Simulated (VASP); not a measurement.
# TaO4H3 in VASP: single point with PBE

Aim: the single point of TaO4H3 with PBE.

Program: VASP 6.6.1. These are calculated values, not measurements. Logs are shortened: lines on timing, memory, paths and dates and some standing lists are left out, and cuts for length are marked.

### 1 The cell of the first run

The cell holds a molecule in a box, 8 atoms: a = 12.500 Å, b = 13.530 Å, c = 11.480 Å, α = 90.00°, β = 90.00°, γ = 90.00°.

### 2 Single point, PBE, non-collinear spin, zero start, spin-orbit coupling

INCAR reads:

```
ALGO = Normal ; EDIFF = 1E-6
ENCUT = 520 ; GGA = PE
GGA_COMPAT = False ; ISIF = 2
ISMEAR = 0 ; LASPH = True
LCHARG = False ; LMAXMIX = 4
LORBIT = 11 ; LORBMOM = True
LREAL = False ; LSORBIT = True
LWAVE = False ; MAGMOM = 0 0 0 0 0 0 0 0 0 0 0 0 0 0 0 0 0 0 0 0 0 0 0 0
NBANDS = 56 ; NELM = 150
PREC = Accurate ; SIGMA = 0.01
```

KPOINTS reads:

```
k-points
0
Gamma
  1 1 1
```

POSCAR reads:

```
TaH3O4
1.0
   12.5000000000      0.0000000000      0.0000000000
    0.0000000000     13.5300000000      0.0000000000
    0.0000000000      0.0000000000     11.4800000000
Ta O H
1 4 3
Direct
    0.5484000000      0.5001093900      0.4780435500
    0.6200904000      0.5001093900      0.6083501700
    0.5876456000      0.6168019200      0.3919860600
    0.3975120000      0.5001093900      0.5124512200
    0.5876456000      0.3834161100      0.3919860600
    0.6397160000      0.6676238000      0.4110174200
    0.3600000000      0.5001093900      0.5865470400
    0.6397160000      0.3325942400      0.4110174200
```

Potentials or basis: VASP PAW PBE potentials, release 64 (Ta_pv, O, H).

On the command line:

```
cat potpaw_PBE.64/Ta_pv/POTCAR potpaw_PBE.64/O/POTCAR potpaw_PBE.64/H/POTCAR > POTCAR
mpirun -np 1 vasp_ncl > vasp.out
```

OUTCAR:

```text
EDIFF = 1E-6
   ENCUT = 520
   GGA = PE
   ISIF = 2
   ISMEAR = 0
   LASPH = True
   LORBIT = 11
   LREAL = False
   LSORBIT = True
   NELM = 150
   PREC = Accurate

 ion  position               nearest neighbor table
   1  0.548  0.500  0.478-   2 1.74   3 1.93   5 1.93   4 1.93
   2  0.620  0.500  0.608-   1 1.74
   3  0.588  0.617  0.392-   6 0.97   1 1.93
   4  0.398  0.500  0.512-   7 0.97   1 1.93
   5  0.588  0.383  0.392-   8 0.97   1 1.93
   6  0.640  0.668  0.411-   3 0.97
   7  0.360  0.500  0.587-   4 0.97
   8  0.640  0.333  0.411-   5 0.97

  LATTYP: Found a simple orthorhombic cell.
 ALAT       =    11.4800000000
 B/A-ratio  =     1.0888501742
 C/A-ratio  =     1.1785714286

  Lattice vectors:

 A1 = (   0.0000000000,   0.0000000000,  11.4800000000)
 A2 = (  12.5000000000,   0.0000000000,   0.0000000000)
 A3 = (   0.0000000000,  13.5300000000,   0.0000000000)

Analysis of symmetry for initial positions (statically):
=====================================================================
 Subroutine PRICEL returns:
 Original cell was already a primitive cell.

 Routine SETGRP: Setting up the symmetry group for a
 simple orthorhombic supercell.

 Subroutine GETGRP returns: Found  2 space group operations
 (whereof  1 operations were pure point group operations)
 out of a pool of  8 trial point group operations.

The static configuration has the point symmetry C_1 .
 The point group associated with its full space group is C_1h.

Analysis of symmetry for dynamics (positions and initial velocities):
=====================================================================
 Subroutine PRICEL returns:
 Original cell was already a primitive cell.

 Routine SETGRP: Setting up the symmetry group for a
 simple orthorhombic supercell.

 Subroutine GETGRP returns: Found  2 space group operations
 (whereof  1 operations were pure point group operations)
 out of a pool of  8 trial point group operations.

The dynamic configuration has the point symmetry C_1 .
 The point group associated with its full space group is C_1h.

Analysis of structural, dynamic, and magnetic symmetry:
=====================================================================
 Subroutine PRICEL returns:
 Original cell was already a primitive cell.

 Routine SETGRP: Setting up the symmetry group for a
 simple orthorhombic supercell.

 Subroutine GETGRP returns: Found  2 space group operations
 (whereof  1 operations were pure point group operations)
 out of a pool of  8 trial point group operations.

The overall configuration has the point symmetry C_1 .
 The point group associated with its full space group is C_1h.

 Subroutine INISYM returns: Found  2 space group operations
 (whereof  1 operations are pure point group operations),
 and found     1 'primitive' translations

----------------------------------------------------------------------------------------

                                     Primitive cell

  volume of cell :    1941.5550

  direct lattice vectors                    reciprocal lattice vectors
    12.500000000  0.000000000  0.000000000     0.080000000  0.000000000  0.000000000
     0.000000000 13.530000000  0.000000000     0.000000000  0.073909830  0.000000000
     0.000000000  0.000000000 11.480000000     0.000000000  0.000000000  0.087108014

  length of vectors
    12.500000000 13.530000000 11.480000000     0.080000000  0.073909830  0.087108014

  position of ions in fractional coordinates (direct lattice)
     0.548400000  0.500109390  0.478043550
     0.620090400  0.500109390  0.608350170
     0.587645600  0.616801920  0.391986060
     0.397512000  0.500109390  0.512451220
     0.587645600  0.383416110  0.391986060
     0.639716000  0.667623800  0.411017420
     0.360000000  0.500109390  0.586547040
     0.639716000  0.332594240  0.411017420

  ion indices of the primitive-cell ions
   primitive index   ion index
                 1           1
                 2           2
                 3           3
                 4           4
                 5           5
                 6           6
                 7           7
                 8           8

----------------------------------------------------------------------------------------

 KPOINTS: k-points

Automatic generation of k-mesh.
 Grid dimensions read from file:
[... 82 lines left out ...]

 number of electron      37.9999996 magnetization       0.0000000      0.0000001      0.0000000

 Free energy of the ion-electron system (eV)
  ---------------------------------------------------
  ext. energy  EPLUGINS =         0.00000000
  ---------------------------------------------------
  free energy    TOTEN  =       -54.90822557 eV

  energy without entropy =      -54.90822557  energy(sigma->0) =      -54.90822557

 E-fermi :  -7.3884     XC(G=0):  -0.8134

 val. band max:       -7.4448631885   @ k =   0.0000   0.0000   0.0000
 cond. band min:      -1.1647402029   @ k =   0.0000   0.0000   0.0000
 fundamental gap:      6.2801229856
 Fermi energy:        -7.3883519258

 k-point     1 :       0.0000    0.0000    0.0000
  band No.  band energies     occupation
      1     -45.1614      1.00000
      2     -45.1614      1.00000
      3     -37.6748      1.00000
      4     -37.6748      1.00000
      5     -37.5004      1.00000
      6     -37.5004      1.00000
[... 42 lines left out ...]
     49       0.1902      0.00000
     50       0.1902      0.00000
 [bands above 50 left out]

------------------------ aborting loop because EDIFF is reached ----------------------------------------

  FORCE on cell =-STRESS in cart. coord.  units (eV):
  Direction    XX          YY          ZZ          XY          YZ          ZX
  --------------------------------------------------------------------------------------
  -------------------------------------------------------------------------------------
  Total       -1.0328685     -0.9616623     -0.6351995      0.0000000      0.0000000      0.2203431
  in kB       -0.8523264     -0.7935668     -0.5241687      0.0000000      0.0000000      0.1818278
  external PRESSURE =      -0.7233539 kB  Pullay stress =       0.0000000 kB

 VOLUME and BASIS-vectors are now :
 -----------------------------------------------------------------------------
  energy-cutoff  :      520.00
  volume of cell :     1941.56
      direct lattice vectors                 reciprocal lattice vectors
    12.500000000  0.000000000  0.000000000     0.080000000  0.000000000  0.000000000
     0.000000000 13.530000000  0.000000000     0.000000000  0.073909830  0.000000000
     0.000000000  0.000000000 11.480000000     0.000000000  0.000000000  0.087108014

 POSITION                                       TOTAL-FORCE (eV/Angst)
 -----------------------------------------------------------------------------------
      6.85500      6.76648      5.48794         0.185551      0.000000      0.217022
      7.75113      6.76648      6.98386        -0.132267      0.000000     -0.172759
      7.34557      8.34533      4.50000        -0.022614     -0.044902      0.029628
      4.96890      6.76648      5.88294         0.076826      0.000000     -0.025947
      7.34557      5.18762      4.50000        -0.022614      0.044902      0.029628
      7.99645      9.03295      4.71848        -0.112855     -0.148992      0.016223
      4.50000      6.76648      6.73356         0.140827      0.000000     -0.110019
      7.99645      4.50000      4.71848        -0.112855      0.148992      0.016223
 -----------------------------------------------------------------------------------
    total drift:                                0.000351      0.012773     -0.000525

  FREE ENERGIE OF THE ION-ELECTRON SYSTEM (eV)
  ---------------------------------------------------
  free  energy   TOTEN  =       -54.9082255706 eV

  energy  without entropy=      -54.9082255706  energy(sigma->0) =      -54.90822557

 orbital moment (x)

 # of ion     p       d       tot
 ----------------------------------------
  1         0.000   0.000   0.000
  2         0.000   0.000   0.000
  3        -0.000   0.000  -0.000
  4        -0.000   0.000  -0.000
  5         0.000   0.000   0.000
  6        -0.000   0.000  -0.000
  7         0.000   0.000   0.000
  8         0.000   0.000   0.000
 ----------------------------------------
           -0.000   0.000  -0.000

 orbital moment (y)

 # of ion     p       d       tot
 ----------------------------------------
  1         0.000  -0.000  -0.000
  2        -0.000   0.000  -0.000
  3        -0.000   0.000  -0.000
  4        -0.000   0.000  -0.000
  5        -0.000   0.000  -0.000
  6        -0.000   0.000  -0.000
  7         0.000   0.000   0.000
  8        -0.000   0.000  -0.000
 ----------------------------------------
           -0.000  -0.000  -0.000

 orbital moment (z)

 # of ion     p       d       tot
 ----------------------------------------
  1        -0.000   0.000   0.000
  2         0.000   0.000   0.000
  3         0.000   0.000   0.000
  4         0.000   0.000   0.000
  5        -0.000   0.000  -0.000
  6        -0.000   0.000  -0.000
  7         0.000   0.000   0.000
  8         0.000   0.000   0.000
 ----------------------------------------
           -0.000   0.000   0.000

 Spin-Orbit-Coupling matrix elements

 Ion:    1  E_soc:     -1.2783473
 l=   1
     0.0000000    -0.2029117    -0.2005457
    -0.2029117     0.0000000    -0.2041603
    -0.2005457    -0.2041603     0.0000000
 l=   2
     0.0000000    -0.0018809     0.0000000    -0.0018643    -0.0078393
    -0.0018809     0.0000000    -0.0066408    -0.0023275    -0.0020509
     0.0000000    -0.0066408     0.0000000    -0.0063923     0.0000000
    -0.0018643    -0.0023275    -0.0063923     0.0000000    -0.0025598
    -0.0078393    -0.0020509     0.0000000    -0.0025598     0.0000000
 l=   3
     0.0000000     0.0000000     0.0000000     0.0000000     0.0000000     0.0000000     0.0000000
     0.0000000     0.0000000     0.0000000     0.0000000     0.0000000     0.0000000     0.0000000
     0.0000000     0.0000000     0.0000000     0.0000000     0.0000000     0.0000000     0.0000000
     0.0000000     0.0000000     0.0000000     0.0000000     0.0000000     0.0000000     0.0000000
[... 129 lines left out ...]
 l=   2
     0.0000000     0.0000000     0.0000000     0.0000000     0.0000000
     0.0000000     0.0000000     0.0000000     0.0000000     0.0000000
     0.0000000     0.0000000     0.0000000     0.0000000     0.0000000
     0.0000000     0.0000000     0.0000000     0.0000000     0.0000000
     0.0000000     0.0000000     0.0000000     0.0000000     0.0000000
 l=   3
     0.0000000     0.0000000     0.0000000     0.0000000     0.0000000     0.0000000     0.0000000
     0.0000000     0.0000000     0.0000000     0.0000000     0.0000000     0.0000000     0.0000000
     0.0000000     0.0000000     0.0000000     0.0000000     0.0000000     0.0000000     0.0000000
     0.0000000     0.0000000     0.0000000     0.0000000     0.0000000     0.0000000     0.0000000
     0.0000000     0.0000000     0.0000000     0.0000000     0.0000000     0.0000000     0.0000000
     0.0000000     0.0000000     0.0000000     0.0000000     0.0000000     0.0000000     0.0000000
     0.0000000     0.0000000     0.0000000     0.0000000     0.0000000     0.0000000     0.0000000

 total charge

# of ion       s       p       d       tot
------------------------------------------
    1        0.375   6.292   2.436   9.103
    2        1.596   3.387   0.000   4.983
    3        1.556   3.573   0.000   5.129
    4        1.556   3.574   0.000   5.130
    5        1.556   3.573   0.000   5.129
    6        0.608   0.122   0.000   0.730
    7        0.608   0.123   0.000   0.731
    8        0.608   0.122   0.000   0.730
--------------------------------------------------
tot          8.463  20.767   2.436  31.666

 magnetization (x)

# of ion       s       p       d       tot
------------------------------------------
    1        0.000   0.000   0.000   0.000
    2        0.000   0.000   0.000   0.000
    3       -0.000   0.000   0.000  -0.000
    4        0.000   0.000   0.000   0.000
    5        0.000  -0.000   0.000   0.000
    6        0.000  -0.000   0.000  -0.000
    7        0.000   0.000   0.000   0.000
    8       -0.000   0.000   0.000   0.000
--------------------------------------------------
tot          0.000   0.000   0.000   0.000

 magnetization (y)

# of ion       s       p       d       tot
------------------------------------------
    1       -0.000  -0.000  -0.000  -0.000
    2        0.000   0.000   0.000   0.000
    3        0.000   0.000   0.000   0.000
    4        0.000   0.000   0.000   0.000
    5        0.000   0.000   0.000   0.000
    6       -0.000   0.000   0.000  -0.000
    7       -0.000   0.000   0.000  -0.000
    8       -0.000   0.000   0.000  -0.000
--------------------------------------------------
tot          0.000   0.000  -0.000   0.000

 magnetization (z)

# of ion       s       p       d       tot
------------------------------------------
    1        0.000   0.000   0.000   0.000
    2        0.000   0.000   0.000   0.000
    3        0.000   0.000   0.000   0.000
    4        0.000   0.000   0.000   0.000
    5       -0.000  -0.000   0.000  -0.000
    6        0.000   0.000   0.000   0.000
    7        0.000   0.000   0.000   0.000
    8       -0.000  -0.000   0.000  -0.000
--------------------------------------------------
tot          0.000   0.000   0.000   0.000
```

It took 45 min on 1 thread of AMD EPYC 7R13, shared host; peak memory 4.9 GiB.

Results:

| Quantity | Value |
| --- | --- |
| Free energy | -54.9082 eV |
| Largest force | 0.286 eV/Å |
| Net moment | 0.00 μB per cell |
| Valence electrons inside the program's atomic spheres | Ta 9.10; O 4.98, 5.13 (each value once); H 0.73 |

Forces on the atoms (eV/Å):
```
Ta   0.186  0.000  0.217
O   -0.132  0.000 -0.173
O   -0.023 -0.045  0.030
O    0.077  0.000 -0.026
O   -0.023  0.045  0.030
H   -0.113 -0.149  0.016
H    0.141  0.000 -0.110
H   -0.113  0.149  0.016
```

Moments on the atoms (μB; x, y, z):
```
Ta  0.00 0.00 0.00
O   0.00 0.00 0.00
O   0.00 0.00 0.00
O   0.00 0.00 0.00
O   0.00 0.00 0.00
H   0.00 0.00 0.00
H   0.00 0.00 0.00
H   0.00 0.00 0.00
```
